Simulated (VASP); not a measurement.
# TaN (P6_3mc) in VASP: further runs

Runs on TaN. Level: PBEsol. Tasks: electric field gradients.

All numbers are computed with VASP 6.6.1; they aren't measurements. Logs are shortened: lines on timing, memory, paths and dates and some standing lists are left out, and cuts for length are marked.

## 1. The cell of the first run

Symmetry: P6_3mc, No. 186, hexagonal system. The conventional cell has a = 3.142 Å, b = 3.142 Å, c = 4.940 Å, α = 90.00°, β = 90.00°, γ = 120.00°. Ta (site symmetry 3m) has 4 N at 1.90 Å within 2.5 Å. N (site symmetry 3m) has 4 Ta at 1.90 Å within 2.5 Å.

## 2. Electric field gradients, PBEsol (equal xx and yy strain of +3 %)

Input file INCAR:

```
SYSTEM = TaN
ALGO = Normal ; EDIFF = 1E-8
ENCUT = 520 ; GGA = PS
GGA_COMPAT = .FALSE. ; ISIF = 2
ISMEAR = -1 ; LASPH = .TRUE.
LCHARG = .FALSE. ; LEFG = .TRUE.
LREAL = .FALSE. ; LWAVE = .FALSE.
NBANDS = 24 ; NELM = 120
PREC = Accurate ; SIGMA = 0.01
```

Input file KPOINTS:

```
k-points
0
G
  9 9 5
  0 0 0
```

Input file POSCAR:

```
TaN
1.0
    3.1415011232      0.0000000000      0.0000000000
   -1.5707505617      2.7206197788      0.0000000000
    0.0000000000      0.0000000000      4.9400000000
Ta N
2 2
Direct
    0.3333333333      0.6666666667      0.0000000000
    0.6666666667      0.3333333333      0.5000000000
    0.3333333333      0.6666666667      0.3850000000
    0.6666666667      0.3333333333      0.8850000000
```

Potentials or basis: VASP PAW PBE potentials, release 64 (Ta_pv, N).

Command:

```
$ cat potpaw_PBE.64/Ta_pv/POTCAR potpaw_PBE.64/N/POTCAR > POTCAR
$ mpirun -np 1 vasp_std > vasp.out
```

OUTCAR:

```text
SYSTEM = TaN
   EDIFF = 1E-8
   ENCUT = 520
   GGA = PS
   ISIF = 2
   ISMEAR = -1
   LASPH = .TRUE.
   LREAL = .FALSE.
   NELM = 120
   PREC = Accurate

 ion  position               nearest neighbor table
   1  0.333  0.667  0.000-   4 1.90   4 1.90   4 1.90   3 1.90   2 3.06   2 3.06   2 3.06   2 3.06
                             2 3.06   2 3.06
   2  0.667  0.333  0.500-   3 1.90   3 1.90   3 1.90   4 1.90   1 3.06   1 3.06   1 3.06   1 3.06
                             1 3.06   1 3.06
   3  0.333  0.667  0.385-   2 1.90   2 1.90   2 1.90   1 1.90
   4  0.667  0.333  0.885-   1 1.90   1 1.90   1 1.90   2 1.90

  LATTYP: Found a hexagonal cell.
 ALAT       =     3.1415011232
 C/A-ratio  =     1.5724966525

  Lattice vectors:

 A1 = (   3.1415011232,   0.0000000000,   0.0000000000)
 A2 = (  -1.5707505617,   2.7206197788,   0.0000000000)
 A3 = (   0.0000000000,   0.0000000000,   4.9400000000)

Analysis of symmetry for initial positions (statically):
=====================================================================
 Subroutine PRICEL returns:
 Original cell was already a primitive cell.

 Routine SETGRP: Setting up the symmetry group for a
 hexagonal supercell.

 Subroutine GETGRP returns: Found 12 space group operations
 (whereof  6 operations were pure point group operations)
 out of a pool of 24 trial point group operations.

The static configuration has the point symmetry C_3v.
 The point group associated with its full space group is C_6v.

Analysis of symmetry for dynamics (positions and initial velocities):
=====================================================================
 Subroutine PRICEL returns:
 Original cell was already a primitive cell.

 Routine SETGRP: Setting up the symmetry group for a
 hexagonal supercell.

 Subroutine GETGRP returns: Found 12 space group operations
 (whereof  6 operations were pure point group operations)
 out of a pool of 24 trial point group operations.

The dynamic configuration has the point symmetry C_3v.
 The point group associated with its full space group is C_6v.

 Subroutine INISYM returns: Found 12 space group operations
 (whereof  6 operations are pure point group operations),
 and found     1 'primitive' translations

----------------------------------------------------------------------------------------

                                     Primitive cell

  volume of cell :      42.2213

  direct lattice vectors                    reciprocal lattice vectors
     3.141501123  0.000000000  0.000000000     0.318319160  0.183781653  0.000000000
    -1.570750562  2.720619779  0.000000000     0.000000000  0.367563306  0.000000000
     0.000000000  0.000000000  4.940000000     0.000000000  0.000000000  0.202429150

  length of vectors
     3.141501123  3.141501123  4.940000000     0.367563306  0.367563306  0.202429150

  position of ions in fractional coordinates (direct lattice)
     0.333333333  0.666666667  0.000000000
     0.666666667  0.333333333  0.500000000
     0.333333333  0.666666667  0.385000000
     0.666666667  0.333333333  0.885000000

  ion indices of the primitive-cell ions
   primitive index   ion index
                 1           1
                 2           2
                 3           3
                 4           4

----------------------------------------------------------------------------------------

 KPOINTS: k-points

Automatic generation of k-mesh.
 Grid dimensions read from file:
 generate k-points for:    9    9    5

 Generating k-lattice:

  Cartesian coordinates                     Fractional coordinates (reciprocal lattice)
     0.035368796  0.020420184  0.000000000     0.111111111  0.000000000  0.000000000
     0.000000000  0.040840367  0.000000000     0.000000000  0.111111111  0.000000000
[... 40 lines left out ...]
   k-points           NKPTS =     36   k-points in BZ     NKDIM =     36   number of bands    NBANDS=     24
   number of dos      NEDOS =    301   number of ions     NIONS =      4
   total plane-waves  NPLWV =  23040
   dimension x,y,z NGX =    24 NGY =   24 NGZ =   40
   dimension x,y,z NGXF=    48 NGYF=   48 NGZF=   80
   ions per type =               2   2
   NGX,Y,Z   is equivalent  to a cutoff of  12.70, 12.70, 13.46 a.u.
   NGXF,Y,Z  is equivalent  to a cutoff of  25.40, 25.40, 26.92 a.u.
 SYSTEM =  TaN
   PREC   = accura    normal or accurate (medium, high low for compatibility)
   ISTART =      0    job   : 0-new  1-cont  2-samecut
   ICHARG =      2    charge: 1-file 2-atom 10-const
   ISPIN  =      1    spin polarized calculation?
   LNONCOLLINEAR =      F non collinear calculations
   LSORBIT =      F    spin-orbit coupling
   LASPH  =      T    aspherical Exc in radial PAW
   ENCUT  =  520.0 eV  38.22 Ry    6.18 a.u.   5.84  5.84  9.19*2*pi/ulx,y,z
   NELM   =    120;   NELMIN=  2; NELMDL= -5     # of ELM steps
   EDIFF  = 0.1E-07   stopping-criterion for ELM
   LREAL  =      F    real-space projection
   EDIFFG = 0.1E-06   stopping-criterion for IOM
   NSW    =      0    number of steps for IOM
   IBRION =     -1    ionic relax: 0-MD 1-quasi-New 2-CG
   NFREE  =      0    steps in history (QN), initial steepest desc. (CG)
   ISIF   =      2    stress and relaxation
   ISYM   =      2    0-nonsym 1-usesym 2-fastsym
   POTIM  = 0.5000    time-step for ionic-motion
   TEBEG  =    0.0;   TEEND  =   0.0 temperature during run
   PSTRESS=    0.0 pullay stress
   NELECT =      32.0000    total number of electrons
   NUPDOWN=      -1.0000    fix difference up-down
   EMIN   =  10.00;   EMAX   =-10.00  energy-range for DOS
   EFERMI =   0.00;   METHOD = LEGACY
   ISMEAR =    -1;   SIGMA  =   0.01  broadening in eV -4-tet -1-fermi 0-gaus
   EFERMI_NEDOS =   21; number of points for ismear=-14 and -15
   IALGO  =     38    algorithm
   IMIX   =      4    mixing-type and parameters
     AMIX     =   0.40;   BMIX     =  1.00
     AMIX_MAG =   1.60;   BMIX_MAG =  1.00
  volume/ion in A,a.u.               =      10.56        71.23
  Fermi-wavevector in a.u.,A,eV,Ry     =   1.492614  2.820631 30.312369  2.227896
  Thomas-Fermi vector in A             =   2.605119
   LORBIT       =      0    0 simple, 1 ext, 2 COOP (PROOUT), +10 PAW based schemes
   GGA     = PS    functional components
   LHFCALC =     F    Hartree Fock is set to
   AEXX    =    0.0000 exact exchange contribution
   IVDW    =     0    specifies the selected vdW correction
   LEPSILON=     F    determine dielectric tensor
   LRPA    =     F    only Hartree local field effects (RPA)
 non-spin polarized calculation
  energy-cutoff  :      520.00
  volume of cell :       42.22
 maximum number of plane-waves:      1152
 NGX is ok and might be reduce to    24
   NGX = 11   NGY = 11   NGZ = 19

 number of electron      31.9999998 magnetization

 Free energy of the ion-electron system (eV)
  ---------------------------------------------------
  ext. energy  EPLUGINS =         0.00000000
  ---------------------------------------------------
  free energy    TOTEN  =       -42.53465324 eV

  energy without entropy =      -42.53331118  energy(sigma->0) =      -42.53398221

 E-fermi :   8.9483     XC(G=0): -13.3721

 val. band max:        8.9438517785   @ k =   0.2222   0.1111   0.4000
 cond. band min:       8.9484659518   @ k =   0.1111  -0.0000   0.4000
 fundamental gap:      0.0046141733
 Fermi energy:         8.9482532274

 k-point     1 :       0.0000    0.0000    0.0000
  band No.  band energies     occupation
      1     -27.0524      2.00000
      2     -26.0903      2.00000
      3     -26.0903      2.00000
      4     -25.9095      2.00000
      5     -25.9095      2.00000
      6     -25.8809      2.00000
[... 637 lines left out ...]
     23      15.7854      0.00000
     24      15.7854      0.00000

 [... further k-points ...]
[... 5 lines left out ...]
  --------------------------------------------------------------------------------------
  -------------------------------------------------------------------------------------
  Total       24.0580746     24.0580746     22.5747636     -0.0000000      0.0000000      0.0000000
  in kB      912.9341031    912.9341031    856.6467534     -0.0000000      0.0000000      0.0000000
  external PRESSURE =     894.1716532 kB  Pullay stress =       0.0000000 kB

 VOLUME and BASIS-vectors are now :
 -----------------------------------------------------------------------------
  energy-cutoff  :      520.00
  volume of cell :       42.22
      direct lattice vectors                 reciprocal lattice vectors
     3.141501123  0.000000000  0.000000000     0.318319160  0.183781653  0.000000000
    -1.570750562  2.720619779  0.000000000     0.000000000  0.367563306  0.000000000
     0.000000000  0.000000000  4.940000000     0.000000000  0.000000000  0.202429150

 POSITION                                       TOTAL-FORCE (eV/Angst)
 -----------------------------------------------------------------------------------
     -0.00000      1.81375      0.00000         0.000000     -0.000000      0.764247
      1.57075      0.90687      2.47000        -0.000000     -0.000000      0.764247
     -0.00000      1.81375      1.90190         0.000000     -0.000000     -0.764247
      1.57075      0.90687      4.37190        -0.000000      0.000000     -0.764247
 -----------------------------------------------------------------------------------
    total drift:                               -0.000000      0.000000      0.000512

  FREE ENERGIE OF THE ION-ELECTRON SYSTEM (eV)
  ---------------------------------------------------
  free  energy   TOTEN  =       -42.5346532388 eV

  energy  without entropy=      -42.5333111811  energy(sigma->0) =      -42.53398221

 Electric field gradients (V/A^2)
---------------------------------------------------------------------
 ion       V_xx      V_yy      V_zz      V_xy      V_xz      V_yz
---------------------------------------------------------------------
   1     -38.279   -38.279    76.558    -0.000     0.000    -0.000
   2     -38.279   -38.279    76.558    -0.000    -0.000     0.000
   3      -4.586    -4.587     9.173    -0.001    -0.000     0.000
   4      -4.586    -4.587     9.173    -0.001     0.000    -0.000
---------------------------------------------------------------------

 Electric field gradients after diagonalization (V/A^2)
 (convention: |V_zz| > |V_xx| > |V_yy|)
----------------------------------------------------------------------
 ion       V_xx      V_yy      V_zz     asymmetry (V_yy - V_xx)/ V_zz
----------------------------------------------------------------------
   1     -38.279   -38.279    76.558       0.000
   2     -38.279   -38.279    76.558       0.000
   3      -4.587    -4.586     9.173       0.000
   4      -4.587    -4.586     9.173       0.000
----------------------------------------------------------------------

           NMR quadrupolar parameters

 Cq : quadrupolar parameter    Cq=e*Q*V_zz/h
 eta: asymmetry parameters     (V_yy - V_xx)/ V_zz
 Q  : nuclear electric quadrupole moment in mb (millibarn)
----------------------------------------------------------------------
 ion       Cq(MHz)       eta       Q (mb)
----------------------------------------------------------------------
   1       0.185       0.000       1.000
   2       0.185       0.000       1.000
   3       0.022       0.000       1.000
   4       0.022       0.000       1.000
----------------------------------------------------------------------
```

It took 58 s on 1 thread of Intel Xeon 8259CL, shared host; peak memory 0.18 GiB.

What came out:

```yaml
Free_energy: -42.5347 eV
Pressure: 89.4 GPa
Largest_force: 0.764 eV/Å
Band_gap_on_the_k_mesh: zero (band 16 reaches 9.42 eV, above the bottom of band 17 at 7.44 eV)
```

Forces in eV/Å, atoms in the order of the input:
```
Ta   0.000  0.000  0.764
Ta   0.000  0.000  0.764
N    0.000  0.000 -0.764
N    0.000  0.000 -0.764
```

Electric field gradients, principal values (V/Å²):
```csv
atom,least,middle,greatest (by size)
1 Ta,-38.279,-38.279,76.558
2 Ta,-38.279,-38.279,76.558
3 N,-4.586,-4.587,9.173
4 N,-4.586,-4.587,9.173
```

Caveat: the cell differs from its parent crystal (equal xx and yy strain of +3 %); without QUAD_EFG the Cq values of the log hold for a quadrupole moment of 1 mb, not for the nuclei; the PAW data sets were made with another functional, which shifts forces and pressure a little; spin-orbit coupling is left out, which moves the levels of the heavy elements.

## 3. Electric field gradients, PBEsol (equal xx and yy strain of +3 %)

Input file INCAR:

```
PREC = Accurate ; ENCUT = 520
EDIFF = 1E-8 ; ISMEAR = -1
SIGMA = 0.01 ; LREAL = F
LASPH = T ; NELM = 120
ALGO = Normal ; ISIF = 2
LWAVE = F ; LCHARG = F
GGA = PS ; LEFG = T
NBANDS = 24 ; GGA_COMPAT = F
```

Input file KPOINTS:

```
Automatic mesh
0
Gamma
  9 9 5
```

POSCAR is that of step 2.

Potentials or basis: VASP PAW PBE potentials, release 64 (Ta_pv, N).

Command:

```
$ cat potpaw_PBE.64/Ta_pv/POTCAR potpaw_PBE.64/N/POTCAR > POTCAR
$ mpirun -np 1 vasp_std > vasp.out
```

OUTCAR:

```text
PREC = Accurate
   ENCUT = 520
   EDIFF = 1E-8
   ISMEAR = -1
   LREAL = F
   LASPH = T
   NELM = 120
   ISIF = 2
   GGA = PS

 ion  position               nearest neighbor table
   1  0.333  0.667  0.000-   4 1.90   4 1.90   4 1.90   3 1.90   2 3.06   2 3.06   2 3.06   2 3.06
                             2 3.06   2 3.06
   2  0.667  0.333  0.500-   3 1.90   3 1.90   3 1.90   4 1.90   1 3.06   1 3.06   1 3.06   1 3.06
                             1 3.06   1 3.06
   3  0.333  0.667  0.385-   2 1.90   2 1.90   2 1.90   1 1.90
   4  0.667  0.333  0.885-   1 1.90   1 1.90   1 1.90   2 1.90

  LATTYP: Found a hexagonal cell.
 ALAT       =     3.1415011232
 C/A-ratio  =     1.5724966525
[... 880 lines left out ...]
 ion       V_xx      V_yy      V_zz      V_xy      V_xz      V_yz
---------------------------------------------------------------------
   1     -38.279   -38.279    76.558    -0.000     0.000    -0.000
   2     -38.279   -38.279    76.558    -0.000    -0.000     0.000
   3      -4.586    -4.587     9.173    -0.001    -0.000     0.000
   4      -4.586    -4.587     9.173    -0.001     0.000    -0.000
---------------------------------------------------------------------

 Electric field gradients after diagonalization (V/A^2)
 (convention: |V_zz| > |V_xx| > |V_yy|)
----------------------------------------------------------------------
 ion       V_xx      V_yy      V_zz     asymmetry (V_yy - V_xx)/ V_zz
----------------------------------------------------------------------
   1     -38.279   -38.279    76.558       0.000
   2     -38.279   -38.279    76.558       0.000
   3      -4.587    -4.586     9.173       0.000
   4      -4.587    -4.586     9.173       0.000
----------------------------------------------------------------------

           NMR quadrupolar parameters

 Cq : quadrupolar parameter    Cq=e*Q*V_zz/h
 eta: asymmetry parameters     (V_yy - V_xx)/ V_zz
 Q  : nuclear electric quadrupole moment in mb (millibarn)
----------------------------------------------------------------------
 ion       Cq(MHz)       eta       Q (mb)
----------------------------------------------------------------------
   1       0.185       0.000       1.000
   2       0.185       0.000       1.000
   3       0.022       0.000       1.000
   4       0.022       0.000       1.000
----------------------------------------------------------------------
```

OSZICAR:

```text
N       E                     dE             d eps       ncg     rms          rms(c)
DAV:   1     0.282018375198E+03    0.28202E+03   -0.17733E+04  1728   0.142E+03
DAV:   2    -0.352344907010E+02   -0.31725E+03   -0.30268E+03  2072   0.418E+02
DAV:   3    -0.489992659222E+02   -0.13765E+02   -0.13602E+02  2136   0.865E+01
DAV:   4    -0.491334879778E+02   -0.13422E+00   -0.13413E+00  1928   0.912E+00
DAV:   5    -0.491350178713E+02   -0.15299E-02   -0.15286E-02  2152   0.833E-01    0.535E+01
DAV:   6    -0.426835072100E+02    0.64515E+01   -0.23269E+01  2032   0.361E+01    0.227E+01
DAV:   7    -0.425814751639E+02    0.10203E+00   -0.88680E-01  1848   0.749E+00    0.126E+01
DAV:   8    -0.425392449923E+02    0.42230E-01   -0.66347E-02  2056   0.185E+00    0.143E+00
DAV:   9    -0.425346133326E+02    0.46317E-02   -0.11970E-02  2056   0.724E-01    0.172E-01
DAV:  10    -0.425346658020E+02   -0.52469E-04   -0.47900E-04  1920   0.187E-01    0.696E-02
DAV:  11    -0.425346544951E+02    0.11307E-04   -0.56497E-05  2144   0.489E-02    0.126E-02
DAV:  12    -0.425346534609E+02    0.10342E-05   -0.32556E-06  1992   0.147E-02    0.768E-03
DAV:  13    -0.425346532753E+02    0.18567E-06   -0.17812E-07  2008   0.327E-03    0.304E-03
DAV:  14    -0.425346532481E+02    0.27139E-07   -0.10081E-08  1184   0.879E-04    0.798E-04
DAV:  15    -0.425346532370E+02    0.11105E-07   -0.12547E-08  1288   0.653E-04    0.123E-04
DAV:  16    -0.425346532388E+02   -0.18154E-08   -0.10530E-09  1024   0.294E-04
   1 F= -.42534653E+02 E0= -.42533982E+02  d E =-.134206E-02
```

stdout:

```text
POSCAR found type information on POSCAR TaN
 POSCAR found :  2 types and       4 ions
 scaLAPACK will be used
 -----------------------------------------------------------------------------
|                                                                             |
|                                                                             |
|     You enforced a specific xc type in the INCAR file but a different       |
|     I HOPE YOU KNOW WHAT YOU ARE DOING!                                     |
|                                                                             |
 -----------------------------------------------------------------------------

 LDA part: xc-table for (Slater+PW92), standard interpolation
 POSCAR, INCAR and KPOINTS ok, starting setup
 FFT: planning ... GRIDC
 FFT: planning ... GRID_SOFT
 FFT: planning ... GRID
 WAVECAR not read
 entering main loop
ion   1

ion   2

ion   3

ion   4
```

Run time: 54 s. Hardware: 1 thread of Intel Xeon 8259CL, shared host; peak memory 0.18 GiB.

What came out:

| Item | Value |
| --- | --- |
| Free energy | -42.5347 eV |
| Pressure | 89.4 GPa |
| Largest force | 0.764 eV/Å |
| Band gap on the k mesh | zero (band 16 reaches 9.42 eV, above the bottom of band 17 at 7.44 eV) |

Forces in eV/Å, atoms in the order of the input:
```
Ta   0.000  0.000  0.764
Ta   0.000  0.000  0.764
N    0.000  0.000 -0.764
N    0.000  0.000 -0.764
```

Levels at points of the mesh, in eV from the Fermi level:
```csv
k point,band 13,band 14,band 15,band 16,band 17,band 18,band 19,band 20
"(0.00, 0.00, 0.00)",-7.45,-7.24,-0.95,-0.95,-0.41,1.84,2.46,2.46
```

Electric field gradients, principal values (V/Å²):
```
atom    least   middle  greatest (by size)
1 Ta  -38.279  -38.279              76.558
2 Ta  -38.279  -38.279              76.558
 3 N   -4.586   -4.587               9.173
 4 N   -4.586   -4.587               9.173
```

Caveat: the cell differs from its parent crystal (equal xx and yy strain of +3 %); without QUAD_EFG the Cq values of the log hold for a quadrupole moment of 1 mb, not for the nuclei; the PAW data sets were made with another functional, which shifts forces and pressure a little; spin-orbit coupling is left out, which moves the levels of the heavy elements.

[end of part 1 of 2]
